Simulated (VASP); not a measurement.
A run of VASP 6.6.1:

POSCAR

```
KI
1.0
   -0.0991473551      3.9658942029      3.9658942029
    3.9658942029     -0.0991473551      3.9658942029
    3.8667468479      3.8667468479      0.0000000000
K I
1 1
Direct
   -0.0058636195     -0.0058636195      0.0058636195
    0.2558636195      0.2558636195      0.2441363805
```

INCAR.step1

```
  ALGO = Normal
  EDIFF = 1E-5
  ENCUT = 520
  GGA = PE
  ISIF = 2
  ISMEAR = 0
  LASPH = T
  LCHARG = F
  LREAL = F
  LWAVE = T
  NBANDS = 15
  NELM = 100
  PREC = Accurate
  SIGMA = 0.01
```

File INCAR.step2:

```
  ALGO = Normal
  EDIFF = 1E-6
  ENCUT = 520
  GGA = PE
  HFSCREEN = 0.2079
  ISIF = 2
  ISMEAR = 0
  ISTART = 1
  LASPH = T
  LCHARG = F
  LHFCALC = T
  LREAL = F
  LWAVE = F
  NBANDS = 15
  NELM = 100
  PREC = Accurate
  PRECFOCK = Normal
  SIGMA = 0.01
```

The input KPOINTS:

```
k-points
0
Gamma
  4 4 4
```

Potentials or basis: VASP PAW PBE potentials, release 64 (K_sv, I).

Command:

```sh
$ cat potpaw_PBE.64/K_sv/POTCAR potpaw_PBE.64/I/POTCAR > POTCAR
$ cp INCAR.step1 INCAR
$ mpirun -np 1 vasp_std > vasp.out
$ cp INCAR.step2 INCAR
$ mpirun -np 1 vasp_std > vasp.out
```

Hardware: 1 thread of Intel(R) Xeon(R) Platinum 8488C (Sapphire Rapids), on a shared host.

Q: Estimate the wall time of this run.

A: Wall time 25 min on 1 thread of Intel(R) Xeon(R) Platinum 8488C (Sapphire Rapids), on a shared host, peak memory 0.39 GiB. Counts: k points 18.
